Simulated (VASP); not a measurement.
# K2S (Fm-3m) in VASP: a series of runs, part 2 of 2

VASP 6.6.1. Earlier steps stand in the parts before.

### Step 3. Single point, PBE (volume scaled by 1.03)

Input file INCAR:

```
SYSTEM = K2S
PREC = Accurate ; ENCUT = 500
EDIFF = 1E-6 ; ISMEAR = 0
SIGMA = 0.02 ; LREAL = .False.
LASPH = .True. ; NELM = 120
ALGO = Normal ; ISIF = 2
LWAVE = .False. ; LCHARG = .False.
GGA = PE ; NBANDS = 19
GGA_COMPAT = .False.
```

Input file KPOINTS:

```
Automatic mesh
0
Gamma
  6 6 6
  0 0 0
```

Input file POSCAR:

```
K2S
1.0
    0.0000000000      3.7675692520      3.7675692520
    3.7675692520      0.0000000000      3.7675692520
    3.7675692520      3.7675692520      0.0000000000
K S
2 1
Direct
    0.2500000000      0.2500000000      0.2500000000
    0.7500000000      0.7500000000      0.7500000000
    0.0000000000      0.0000000000      0.0000000000
```

Potentials or basis: VASP PAW PBE potentials, release 64 (K_sv, S).

Launch:

```bash
$ cat potpaw_PBE.64/K_sv/POTCAR potpaw_PBE.64/S/POTCAR > POTCAR
$ mpirun -np 1 vasp_std > vasp.out
```

OUTCAR:

```text
SYSTEM = K2S
   PREC = Accurate
   ENCUT = 500
   EDIFF = 1E-6
   ISMEAR = 0
   LREAL = .False.
   LASPH = .True.
   NELM = 120
   ISIF = 2
   GGA = PE

 ion  position               nearest neighbor table
   1  0.250  0.250  0.250-   3 3.26   3 3.26   3 3.26   3 3.26   2 3.77   2 3.77   2 3.77   2 3.77
                             2 3.77   2 3.77
   2  0.750  0.750  0.750-   3 3.26   3 3.26   3 3.26   3 3.26   1 3.77   1 3.77   1 3.77   1 3.77
                             1 3.77   1 3.77
   3  0.000  0.000  0.000-   2 3.26   2 3.26   2 3.26   1 3.26   2 3.26   1 3.26   1 3.26   1 3.26

  LATTYP: Found a face centered cubic cell.
 ALAT       =     7.5351385040

  Lattice vectors:

 A1 = (   0.0000000000,   3.7675692520,   3.7675692520)
 A2 = (   3.7675692520,   0.0000000000,   3.7675692520)
 A3 = (   3.7675692520,   3.7675692520,   0.0000000000)

Analysis of symmetry for initial positions (statically):
[... 5 lines left out ...]
 face centered cubic supercell.

 Subroutine GETGRP returns: Found 48 space group operations
 (whereof 48 operations were pure point group operations)
 out of a pool of 48 trial point group operations.

[... 151 lines left out ...]
  free energy    TOTEN  =        -9.41698294 eV

  energy without entropy =       -9.41698294  energy(sigma->0) =       -9.41698294

 E-fermi :  -0.3504     XC(G=0):  -7.1480

 val. band max:       -0.5149771909   @ k =   0.5000   0.5000   0.0000
 cond. band min:       1.7333736900   @ k =   0.0000   0.0000   0.0000
 fundamental gap:      2.2483508809
 Fermi energy:        -0.3504180288

 k-point     1 :       0.0000    0.0000    0.0000
  band No.  band energies     occupation
      1     -29.8380      2.00000
      2     -29.7714      2.00000
      3     -13.4157      2.00000
      4     -13.4157      2.00000
      5     -13.4157      2.00000
      6     -13.2106      2.00000
[... 329 lines left out ...]
      6     -13.2533      2.00000
[... 11 lines left out ...]
     18       6.8420      0.00000
     19       6.9986      0.00000

------------------------ aborting loop because EDIFF is reached ----------------------------------------

  FORCE on cell =-STRESS in cart. coord.  units (eV):
  Direction    XX          YY          ZZ          XY          YZ          ZX
  --------------------------------------------------------------------------------------
  -------------------------------------------------------------------------------------
  Total       -0.3175938     -0.3175938     -0.3175938      0.0000000      0.0000000      0.0000000
  in kB       -4.7573917     -4.7573917     -4.7573917      0.0000000      0.0000000      0.0000000
  external PRESSURE =      -4.7573917 kB  Pullay stress =       0.0000000 kB

 VOLUME and BASIS-vectors are now :
 -----------------------------------------------------------------------------
  energy-cutoff  :      500.00
  volume of cell :      106.96
      direct lattice vectors                 reciprocal lattice vectors
     0.000000000  3.767569252  3.767569252    -0.132711562  0.132711562  0.132711562
     3.767569252  0.000000000  3.767569252     0.132711562 -0.132711562  0.132711562
     3.767569252  3.767569252  0.000000000     0.132711562  0.132711562 -0.132711562

 POSITION                                       TOTAL-FORCE (eV/Angst)
 -----------------------------------------------------------------------------------
      1.88378      1.88378      1.88378         0.000000     -0.000000      0.000000
      5.65135      5.65135      5.65135        -0.000000      0.000000     -0.000000
      0.00000      0.00000      0.00000        -0.000000      0.000000      0.000000
 -----------------------------------------------------------------------------------
    total drift:                               -0.000000     -0.000000      0.000000

  FREE ENERGIE OF THE ION-ELECTRON SYSTEM (eV)
  ---------------------------------------------------
  free  energy   TOTEN  =        -9.4169829389 eV

  energy  without entropy=       -9.4169829389  energy(sigma->0) =       -9.41698294
```

It took 23 s on 1 thread of Intel Xeon Platinum 8375C at 2.90GHz (Ice Lake), shared host; peak memory 0.24 GiB.

Results:

```
Free energy            : -9.4170 eV
Pressure               : -0.5 GPa
Band gap on the k mesh : 2.25 eV, indirect (least direct gap 2.40 eV)
```

Levels at points of the mesh, in eV from the valence-band top:
```tsv
k point	band 8	band 9	band 10	band 11	band 12	band 13	band 14	band 15	band 16	band 17
(0.00, 0.00, 0.00)	-12.70	-9.57	-0.15	-0.15	-0.15	2.25	5.45	5.45	7.29	7.29
(0.50, 0.00, 0.00)	-12.80	-9.41	-0.59	-0.05	-0.05	4.61	4.78	5.73	5.73	7.50
(0.50, 0.50, 0.00)	-12.64	-9.37	-0.69	0.00	0.00	3.49	5.19	6.32	6.55	7.42
```

### Step 4. Single point, PBE (volume scaled by 1.06)

Input file INCAR:

```
PREC = Accurate
ENCUT = 500
EDIFF = 1E-6
ISMEAR = 0
SIGMA = 0.02
LREAL = F
LASPH = T
NELM = 120
ALGO = Normal
ISIF = 2
LWAVE = F
LCHARG = F
GGA = PE
NBANDS = 19
GGA_COMPAT = F
```

Input file KPOINTS:

```
Automatic mesh
0
Gamma
  6 6 6
```

Input file POSCAR:

```
K2S
1.0
    0.0000000000      3.8037981019      3.8037981019
    3.8037981019      0.0000000000      3.8037981019
    3.8037981019      3.8037981019      0.0000000000
K S
2 1
Direct
    0.2500000000      0.2500000000      0.2500000000
    0.7500000000      0.7500000000      0.7500000000
    0.0000000000      0.0000000000      0.0000000000
```

Launch:

```bash
$ cat potpaw_PBE.64/K_sv/POTCAR potpaw_PBE.64/S/POTCAR > POTCAR
$ mpirun -np 1 vasp_std > vasp.out
```

It took 24 s on 1 thread of Intel Xeon Platinum 8375C at 2.90GHz (Ice Lake), shared host; peak memory 0.24 GiB.

The run converged. Its results:

- Free energy: -9.4040 eV
- Pressure: -0.9 GPa
- Band gap on the k mesh: 2.18 eV, indirect (least direct gap 2.31 eV)

Levels at points of the mesh, in eV from the valence-band top:
| k point | band 10 | band 11 | band 12 | band 13 | band 14 | band 15 |
| --- | --- | --- | --- | --- | --- | --- |
| (0.00, 0.00, 0.00) | -0.13 | -0.13 | -0.13 | 2.18 | 5.43 | 5.43 |
| (0.50, 0.00, 0.00) | -0.57 | -0.04 | -0.04 | 4.55 | 4.65 | 5.69 |
| (0.50, 0.50, 0.00) | -0.67 | 0.00 | 0.00 | 3.47 | 5.12 | 6.18 |

### Step 5. Single point, PBE (volume scaled by 1.10)

Input file INCAR:

```
SYSTEM = K2S
PREC = Accurate
ENCUT = 500
EDIFF = 1E-6
ISMEAR = 0
SIGMA = 0.02
LREAL = .False.
LASPH = .True.
NELM = 120
ALGO = Normal
ISIF = 2
LWAVE = .False.
LCHARG = .False.
GGA = PE
NBANDS = 19
GGA_COMPAT = .False.
```

Input file KPOINTS:

```
Automatic mesh
0
Gamma
  6 6 6
  0 0 0
```

Input file POSCAR:

```
K2S
1.0
    0.0000000000      3.8510550843      3.8510550843
    3.8510550843      0.0000000000      3.8510550843
    3.8510550843      3.8510550843      0.0000000000
K S
2 1
Direct
    0.2500000000      0.2500000000      0.2500000000
    0.7500000000      0.7500000000      0.7500000000
    0.0000000000      0.0000000000      0.0000000000
```

Launch:

```bash
$ cat potpaw_PBE.64/K_sv/POTCAR potpaw_PBE.64/S/POTCAR > POTCAR
$ mpirun -np 1 vasp_std > vasp.out
```

Wall time 24 s (1 thread of Intel Xeon Platinum 8375C at 2.90GHz (Ice Lake), shared host); peak memory 0.24 GiB.

It converged, with:

| Item | Value |
| --- | --- |
| Free energy | -9.3746 eV |
| Pressure | -1.4 GPa |
| Band gap on the k mesh | 2.09 eV, indirect (least direct gap 2.19 eV) |

Levels at points of the mesh, in eV from the valence-band top:
| k point | band 10 | band 11 | band 12 | band 13 | band 14 | band 15 |
| --- | --- | --- | --- | --- | --- | --- |
| (0.00, 0.00, 0.00) | -0.10 | -0.10 | -0.10 | 2.09 | 5.41 | 5.41 |
| (0.50, 0.00, 0.00) | -0.55 | -0.02 | -0.02 | 4.47 | 4.49 | 5.62 |
| (0.50, 0.50, 0.00) | -0.64 | 0.00 | 0.00 | 3.45 | 5.04 | 5.99 |

### Step 6. The runs side by side

```tsv
cell	gap on the mesh (eV)	pressure (GPa)
a = 5.276 Å, angles 60.0°, 3 atoms	2.32	0.0
a = 5.328 Å, angles 60.0°, 3 atoms	2.25	-0.5
a = 5.379 Å, angles 60.0°, 3 atoms	2.18	-0.9
a = 5.446 Å, angles 60.0°, 3 atoms	2.09	-1.4
```

Alike in all rows: task single point; level PBE; potentials or basis VASP PAW PBE potentials, release 64 (K_sv, S); no spin polarisation; k mesh 6 × 6 × 6; cutoff (eV) 500; smearing gaussian 0.02 eV.

Total energies depend on the potentials used, so only differences within one code and one set of settings carry meaning.
